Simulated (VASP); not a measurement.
A run of VASP 6.6.1 is set up as follows.

INCAR

```
PREC     = Accurate       # precision mode
ENCUT    = 520            # plane-wave cutoff, eV
EDIFF    = 1E-6           # SCF threshold, eV
ISMEAR   = 0              # smearing method
SIGMA    = 0.05           # smearing width, eV
LREAL    = F              # projectors in reciprocal space
LASPH    = T              # aspherical terms in the spheres
NELM     = 100            # most SCF steps
ALGO     = Normal         # electronic algorithm
ISIF     = 2              # what is computed and relaxed
LWAVE    = F              # write WAVECAR
LCHARG   = T              # write CHGCAR
GGA      = PS             # functional
LELF     = T              # ELF
LVHAR    = T            
NELECT   = 40.0         
NBANDS   = 32             # bands
```

Contents of KPOINTS:

```
regular mesh
0
Gamma
  6 6 6
```

POSCAR

```
Al6N5
1.0
   -3.3014697842      0.0000000000      4.1398709024
    1.6507348921     -2.8591567030      4.1398709024
    1.6507348921      2.8591567030      4.1398709024
Al N
6 5
Direct
    0.2500000000      0.9166666667      0.5833333333
    0.5833333333      0.2500000000      0.9166666667
    0.9166666667      0.5833333333      0.2500000000
    0.7500000000      0.0833333333      0.4166666667
    0.0833333333      0.4166666667      0.7500000000
    0.4166666667      0.7500000000      0.0833333333
    0.4166666667      0.0833333333      0.7500000000
    0.7500000000      0.4166666667      0.0833333333
    1.0336721351      0.1485974245      0.5911347798
    0.2500000000      0.5833333333      0.9166666667
    0.5833333333      0.9166666667      0.2500000000
```

Potentials or basis: VASP PAW PBE potentials, release 64 (Al, N).

The run is started by

```sh
$ cat potpaw_PBE.64/Al/POTCAR potpaw_PBE.64/N/POTCAR > POTCAR
$ mpirun -np 1 vasp_std > vasp.out
```

(1) What does it give for the largest force?

Results:

(1) 44.705 eV/Å.

Caveat: the cell carries a net charge on a neutralising background, which shifts energy and pressure; the cell differs from its parent crystal (atom 9 moved 0.125 of the way to it and +0.525 Å across, host rigid); the PAW data sets were made with another functional, which shifts forces and pressure a little.
